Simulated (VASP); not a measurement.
Crystal: CuB5.

```xyz
6
Lattice="3.0269 0.0000 0.0000 -1.5134 2.6213 0.0000 0.0000 0.0000 5.2742" Properties=species:S:1:pos:R:3 pbc="T T T"
Cu    0.0000    0.0000    2.6371
B     1.5134    0.0000    0.0000
B    -0.7567    1.3107    0.0000
B     0.7567    1.3107    0.0000
B     0.0000    0.0000    4.4658
B     0.0000    0.0000    0.8084
```

The cell was generated, and may not be a known phase.

- Program: VASP 6.6.1
- Task: relaxation of cell and atoms
- Functional: PBE
- Potentials or basis: VASP PAW PBE potentials, release 64 (Cu, B)
- Cutoff: 600 eV
- k mesh: 6 × 6 × 4
- Occupations: gaussian, width 0.1 eV
- Spin: no spin polarisation

At the start: pressure 98.8 GPa; volume 6.97 Å³/atom.

Problem. Where does the relaxation end?

Solution. Over 12 steps the energy falls by 809.9 meV/atom and the volume is 10.07 Å³/atom (+44.3 %); space group P6/mmm (No. 191, to 0.1 Å) before and after.

The path:
```tsv
step	energy change (eV)	largest force (eV/Å)	pressure (GPa)	volume (Å³)
1	0.0000	4.8313	98.77	41.85
2	-3.0299	1.9783	-18.68	73.64
3	-4.4077	0.9519	2.81	58.40
4	-4.7093	0.8811	-2.97	61.02
5	-4.7109	1.0171	-3.35	61.32
6	-4.8125	0.7059	0.26	60.20
7	-4.8221	0.7584	1.06	59.89
8	-4.8186	0.4605	3.22	59.25
9	-4.8273	0.7027	1.76	59.66
10	-4.8579	0.1376	0.03	60.39
11	-4.8586	0.0244	0.24	60.29
12	-4.8595	0.0159	-0.16	60.40
```

Final structure:
```xyz
6
Lattice="3.2985 0.0000 0.0000 -1.6493 2.8566 0.0000 0.0000 0.0000 6.4103" Properties=species:S:1:pos:R:3 pbc="T T T"
Cu    3.2985    0.0000    3.2052
B     1.6493    0.0000    0.0000
B     2.4739    1.4283    0.0000
B     0.8246    1.4283    0.0000
B     0.0000    0.0000    5.1960
B     0.0000    0.0000    1.2143
```

Caveat: the k points lie up to 0.37 Å⁻¹ apart in the final cell, too coarse for converged energies and pressures of a metal; the volume moved by over 15 % at a fixed basis, so the end points are rough.
